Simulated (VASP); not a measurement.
Set up this calculation in VASP 6.6.1, as the native input.

```yaml
Task: molecular dynamics
Functional: PBEsol
Potentials_or_basis: VASP PAW PBE potentials, release 64 (Li_sv)
Cutoff: 520 eV
k_mesh: 2 × 2 × 2
Occupations: fermi-dirac, width 0.11 eV
Spin: no spin polarisation
Dipole_correction: no
Further_INCAR_settings: LREAL = Auto; ALGO = Normal; EDIFF = 1e-05; NBANDS = 38; ISYM = 0; IBRION = 0; POTIM = 1.0; NSW = 40
```

The structure of Li lies in POSCAR:

```
Li
1.0
    7.0944470000      0.0000000000      0.0000000000
    0.0000000000      7.0944470000      0.0000000000
    0.0000000000      0.0000000000      7.0944470000
Li
16
Direct
   -0.0058543100     -0.0102438300     -0.0178471700
    0.5184274800      0.0114454200      0.0393456400
    0.0108548100      0.4937572400      0.0166437500
   -0.0733230600     -0.0354321900      0.4644155600
    0.2617231800      0.2090618600      0.3317260500
    0.5495090200      0.4512018100     -0.0108092500
    0.5201419700     -0.0103122500      0.5467054200
    0.7776680700      0.2627140600      0.2697172400
    0.0201614800      0.4665056100      0.4909576900
    0.2308645600      0.7449548300      0.2881608200
    0.2418917700      0.2072356800      0.7011775400
    0.5098202700      0.5285848400      0.5270686600
    0.7806286500      0.7054286800      0.2194439800
    0.7676222700      0.2415143600      0.7320296100
    0.2314358700      0.7360492600      0.7608089600
    0.7134574500      0.8029800800      0.7470179900
```

These files were run (other wordings do the same):

INCAR

```
SYSTEM = Li
ALGO = Normal
ANDERSEN_PROB = 0.0
EDIFF = 1E-5
ENCUT = 520
GGA = PS
IBRION = 0
ISIF = 2
ISMEAR = -1
ISYM = 0
LASPH = .TRUE.
LCHARG = .FALSE.
LREAL = Auto
LWAVE = .FALSE.
MDALGO = 1
NBANDS = 38
NELM = 60
NELMIN = 4
NSW = 40
POTIM = 1.0
PREC = Accurate
RANDOM_SEED = 713325 0 0
SIGMA = 0.11
TEBEG = 780.0
TEEND = 780.0
```

KPOINTS

```
k-points
0
G
  2 2 2
  0 0 0
```

Potentials or basis: VASP PAW PBE potentials, release 64 (Li_sv).

Run with:

```sh
$ cat potpaw_PBE.64/Li_sv/POTCAR > POTCAR
$ mpirun -np 1 vasp_std > vasp.out
```

Wall time 17 min on 1 thread of AMD EPYC 9R45 96-Core Processor (Zen 5) (shared host), peak memory 0.51 GiB.
